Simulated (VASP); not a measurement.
# Tl (Fm-3m) in VASP: notebook, part 2 of 3

VASP 6.6.1. Earlier steps stand in the parts before.

### 4 Single point, RPBE (30.83 Å³/atom)

This run uses another cell than the first one, of 30.83 Å³/atom.

File INCAR:

```
PREC = Accurate
ENCUT = 520
EDIFF = 1E-7
ISMEAR = -1
SIGMA = 0.1
LREAL = False
LASPH = True
NELM = 80
ALGO = Normal
ISIF = 2
LWAVE = False
LCHARG = False
GGA = RP
NBANDS = 12
```

File KPOINTS:

```
regular mesh
0
Gamma
  12 12 12
```

File POSCAR:

```
Tl
1.0
    0.0000000000      2.4887938169      2.4887938169
    2.4887938169      0.0000000000      2.4887938169
    2.4887938169      2.4887938169      0.0000000000
Tl
1
Direct
    0.0000000000      0.0000000000      0.0000000000
```

Potentials or basis: VASP PAW PBE potentials, release 64 (Tl_d).

The run is started by

```sh
cat potpaw_PBE.64/Tl_d/POTCAR > POTCAR
mpirun -np 1 vasp_std > vasp.out
```

OUTCAR:

```text
PREC = Accurate
   ENCUT = 520
   EDIFF = 1E-7
   ISMEAR = -1
   LREAL = False
   LASPH = True
   NELM = 80
   ISIF = 2
   GGA = RP

 ion  position               nearest neighbor table
   1  0.000  0.000  0.000-

  LATTYP: Found a face centered cubic cell.
 ALAT       =     4.9775876338

  Lattice vectors:

 A1 = (   0.0000000000,   2.4887938169,   2.4887938169)
 A2 = (   2.4887938169,   0.0000000000,   2.4887938169)
[... 529 lines left out ...]
      2      -5.6071      2.00000
      3      -5.5189      2.00000
      4      -5.2942      2.00000
      5      -5.2209      2.00000
      6       0.8649      2.00000
      7       4.1124      2.00000
      8      10.2558      0.00000
      9      12.8124      0.00000
     10      15.2522      0.00000
     11      19.6966      0.00000
     12      20.4034      0.00000

 [... further k-points ...]
[... 5 lines left out ...]
  --------------------------------------------------------------------------------------
  -------------------------------------------------------------------------------------
  Total        0.3896312      0.3896312      0.3896312     -0.0000000      0.0000000     -0.0000000
  in kB       20.2473212     20.2473212     20.2473212     -0.0000000      0.0000000     -0.0000000
  external PRESSURE =      20.2473212 kB  Pullay stress =       0.0000000 kB

 VOLUME and BASIS-vectors are now :
 -----------------------------------------------------------------------------
  energy-cutoff  :      520.00
  volume of cell :       30.83
      direct lattice vectors                 reciprocal lattice vectors
     0.000000000  2.488793817  2.488793817    -0.200900531  0.200900531  0.200900531
     2.488793817  0.000000000  2.488793817     0.200900531 -0.200900531  0.200900531
     2.488793817  2.488793817  0.000000000     0.200900531  0.200900531 -0.200900531

 POSITION                                       TOTAL-FORCE (eV/Angst)
 -----------------------------------------------------------------------------------
      0.00000      0.00000      0.00000         0.000000      0.000000      0.000000
 -----------------------------------------------------------------------------------
    total drift:                               -0.000000     -0.000000     -0.000000

  FREE ENERGIE OF THE ION-ELECTRON SYSTEM (eV)
  ---------------------------------------------------
  free  energy   TOTEN  =        -1.8095575682 eV

  energy  without entropy=       -1.7882651496  energy(sigma->0) =       -1.79891136
```

OSZICAR:

```text
N       E                     dE             d eps       ncg     rms          rms(c)
DAV:   1     0.507191998037E+02    0.50719E+02   -0.66635E+03  1808   0.935E+02
DAV:   2    -0.124663727894E+01   -0.51966E+02   -0.51038E+02  1924   0.211E+02
DAV:   3    -0.182020716422E+01   -0.57357E+00   -0.57272E+00  2108   0.201E+01
DAV:   4    -0.182300197302E+01   -0.27948E-02   -0.27946E-02  2024   0.163E+00
DAV:   5    -0.182303795341E+01   -0.35980E-04   -0.35981E-04  2108   0.179E-01    0.179E+00
DAV:   6    -0.181109064442E+01    0.11947E-01   -0.20519E-02  2088   0.133E+00    0.127E+00
DAV:   7    -0.180948379257E+01    0.16069E-02   -0.87218E-03  2036   0.874E-01    0.480E-01
DAV:   8    -0.180954198573E+01   -0.58193E-04   -0.56834E-04  2012   0.207E-01    0.279E-02
DAV:   9    -0.180955428582E+01   -0.12300E-04   -0.13417E-05  2056   0.323E-02    0.121E-02
DAV:  10    -0.180955748741E+01   -0.32016E-05   -0.26613E-06  2048   0.144E-02    0.757E-04
DAV:  11    -0.180955756822E+01   -0.80813E-07   -0.78667E-08  1880   0.173E-03
   1 F= -.18095576E+01 E0= -.17989114E+01  d E =-.212924E-01
```

stdout:

```text
POSCAR found type information on POSCAR Tl
 POSCAR found :  1 types and       1 ions
 scaLAPACK will be used
 -----------------------------------------------------------------------------
|                                                                             |
|                                                                             |
|     You enforced a specific xc type in the INCAR file but a different       |
|     I HOPE YOU KNOW WHAT YOU ARE DOING!                                     |
|                                                                             |
 -----------------------------------------------------------------------------

 LDA part: xc-table for (Slater+PW92), standard interpolation
 POSCAR, INCAR and KPOINTS ok, starting setup
 FFT: planning ... GRIDC
 FFT: planning ... GRID_SOFT
 FFT: planning ... GRID
 WAVECAR not read
 entering main loop
```

It took 40 s on 1 thread of Intel Xeon 8259CL, shared host; peak memory 0.17 GiB.

Results:

```
Free energy            : -1.8096 eV
Pressure               : 2.0 GPa
Band gap on the k mesh : zero (an odd number of electrons rules out a gap without spin polarisation)
```

Caveat: the PAW data sets were made with another functional, which shifts forces and pressure a little; spin-orbit coupling is left out, which moves the levels of the heavy elements.

### 5 Single point, RPBE (32.17 Å³/atom)

This run uses another cell than the first one, of 32.17 Å³/atom.

File INCAR:

```
SYSTEM = Tl
ALGO = Normal
EDIFF = 1E-6
ENCUT = 520
GGA = RP
ISIF = 2
ISMEAR = -1
LASPH = .TRUE.
LCHARG = .FALSE.
LREAL = .FALSE.
LWAVE = .FALSE.
NBANDS = 12
NELM = 80
PREC = Accurate
SIGMA = 0.1
```

File KPOINTS:

```
k-points
0
G
  12 12 12
  0 0 0
```

File POSCAR:

```
Tl
1.0
    0.0000000000      2.5243528185      2.5243528185
    2.5243528185      0.0000000000      2.5243528185
    2.5243528185      2.5243528185      0.0000000000
Tl
1
Direct
    0.0000000000      0.0000000000      0.0000000000
```

Potentials or basis: VASP PAW PBE potentials, release 64 (Tl_d).

The run is started by

```sh
cat potpaw_PBE.64/Tl_d/POTCAR > POTCAR
mpirun -np 1 vasp_std > vasp.out
```

OUTCAR:

```text
SYSTEM = Tl
   EDIFF = 1E-6
   ENCUT = 520
   GGA = RP
   ISIF = 2
   ISMEAR = -1
   LASPH = .TRUE.
   LREAL = .FALSE.
   NELM = 80
   PREC = Accurate

 ion  position               nearest neighbor table
   1  0.000  0.000  0.000-

  LATTYP: Found a face centered cubic cell.
 ALAT       =     5.0487056370

  Lattice vectors:

 A1 = (   0.0000000000,   2.5243528185,   2.5243528185)
 A2 = (   2.5243528185,   0.0000000000,   2.5243528185)
 A3 = (   2.5243528185,   2.5243528185,   0.0000000000)

Analysis of symmetry for initial positions (statically):
=====================================================================
 Subroutine PRICEL returns:
 Original cell was already a primitive cell.

 Routine SETGRP: Setting up the symmetry group for a
 face centered cubic supercell.

 Subroutine GETGRP returns: Found 48 space group operations
 (whereof 48 operations were pure point group operations)
 out of a pool of 48 trial point group operations.

The static configuration has the point symmetry O_h .

Analysis of symmetry for dynamics (positions and initial velocities):
=====================================================================
 Subroutine PRICEL returns:
[... 159 lines left out ...]
 Fermi energy:         5.5290134202

 k-point     1 :       0.0000    0.0000    0.0000
  band No.  band energies     occupation
      1      -5.9836      2.00000
      2      -5.9836      2.00000
      3      -5.9836      2.00000
      4      -5.7836      2.00000
      5      -5.7836      2.00000
      6      -3.7222      2.00000
      7      14.8716      0.00000
      8      14.8716      0.00000
      9      14.8716      0.00000
     10      16.2998      0.00000
     11      18.4257      0.00000
     12      19.5745      0.00000
[... 331 lines left out ...]
 k-point    24 :      -0.4167    0.1667    0.0000
  band No.  band energies     occupation
      1      -6.0499      2.00000
      2      -5.9665      2.00000
      3      -5.8907      2.00000
      4      -5.6877      2.00000
      5      -5.6245      2.00000
      6       0.4580      2.00000
      7       3.8285      2.00000
      8       9.7035      0.00000
      9      12.1828      0.00000
     10      14.6930      0.00000
     11      18.9094      0.00000
     12      19.6491      0.00000

 [... further k-points ...]
[... 5 lines left out ...]
  --------------------------------------------------------------------------------------
  -------------------------------------------------------------------------------------
  Total        0.1711554      0.1711554      0.1711554     -0.0000000     -0.0000000      0.0000000
  in kB        8.5235587      8.5235587      8.5235587     -0.0000000     -0.0000000      0.0000000
  external PRESSURE =       8.5235587 kB  Pullay stress =       0.0000000 kB

 VOLUME and BASIS-vectors are now :
 -----------------------------------------------------------------------------
  energy-cutoff  :      520.00
  volume of cell :       32.17
      direct lattice vectors                 reciprocal lattice vectors
     0.000000000  2.524352819  2.524352819    -0.198070569  0.198070569  0.198070569
     2.524352819  0.000000000  2.524352819     0.198070569 -0.198070569  0.198070569
     2.524352819  2.524352819  0.000000000     0.198070569  0.198070569 -0.198070569

 POSITION                                       TOTAL-FORCE (eV/Angst)
 -----------------------------------------------------------------------------------
      0.00000      0.00000      0.00000         0.000000      0.000000      0.000000
 -----------------------------------------------------------------------------------
    total drift:                               -0.000000     -0.000000     -0.000000

  FREE ENERGIE OF THE ION-ELECTRON SYSTEM (eV)
  ---------------------------------------------------
  free  energy   TOTEN  =        -1.8220700075 eV

  energy  without entropy=       -1.7996541084  energy(sigma->0) =       -1.81086206
```

OSZICAR:

```text
N       E                     dE             d eps       ncg     rms          rms(c)
DAV:   1     0.506545113830E+02    0.50655E+02   -0.67217E+03  1832   0.932E+02
DAV:   2    -0.123978988285E+01   -0.51894E+02   -0.50938E+02  1924   0.210E+02
DAV:   3    -0.183053901335E+01   -0.59075E+00   -0.59026E+00  2080   0.203E+01
DAV:   4    -0.183337915443E+01   -0.28401E-02   -0.28400E-02  2060   0.162E+00
DAV:   5    -0.183341597557E+01   -0.36821E-04   -0.36821E-04  2108   0.181E-01    0.156E+00
DAV:   6    -0.182316614099E+01    0.10250E-01   -0.18220E-02  2048   0.124E+00    0.112E+00
DAV:   7    -0.182194878206E+01    0.12174E-02   -0.76985E-03  2032   0.809E-01    0.441E-01
DAV:   8    -0.182205350670E+01   -0.10472E-03   -0.50617E-04  1988   0.193E-01    0.270E-02
DAV:   9    -0.182206700827E+01   -0.13502E-04   -0.14429E-05  2052   0.319E-02    0.113E-02
DAV:  10    -0.182206991576E+01   -0.29075E-05   -0.23813E-06  2028   0.133E-02    0.704E-04
DAV:  11    -0.182207000750E+01   -0.91737E-07   -0.62542E-08  1132   0.150E-03
   1 F= -.18220700E+01 E0= -.18108621E+01  d E =-.224159E-01
```

It took 35 s on 1 thread of Intel Xeon 8259CL, shared host; peak memory 0.17 GiB.

Results:

```
Free energy            : -1.8221 eV
Pressure               : 0.9 GPa
Band gap on the k mesh : zero (an odd number of electrons rules out a gap without spin polarisation)
```

Caveat: the PAW data sets were made with another functional, which shifts forces and pressure a little; spin-orbit coupling is left out, which moves the levels of the heavy elements.

[end of part 2 of 3]
